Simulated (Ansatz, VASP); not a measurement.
Rb in VASP and in Ansatz

```
Rb
1.0
     3.62664   -3.26606    0.00000
     3.62664    3.26606    0.00000
     0.00000    0.00000   14.63259
Rb
4
Direct
  0.74987 0.25013 0.12502
  0.75013 0.24987 0.62502
  0.25013 0.74987 0.87498
  0.24987 0.75013 0.37498
```

Alike in both runs: functional PBEsol; k mesh 10 × 10 × 4; occupations gaussian, width 0.1 eV; no spin polarisation.

Ansatz relaxed the structure, and its values are those at the end. VASP's run is a single point on that final structure, the one shown.

```csv
,VASP,Ansatz
version,VASP 6.6.1,Ansatz 0.2.0
potentials or method,"VASP PAW PBE potentials, release 64 (Rb_sv), cutoff 520 eV","scalar-relativistic, plane waves, PAW"
valence electrons in the cell,36,36
```

```tsv
	VASP	Ansatz	Ansatz less VASP
gap on the k mesh at the Fermi level (eV)	none	none	-
pressure (GPa)	0.0	0.0	0.00
```

VASP's potentials were made for PBE, not for PBEsol. A gap of «none» marks a metal or a gap that the smearing closes.
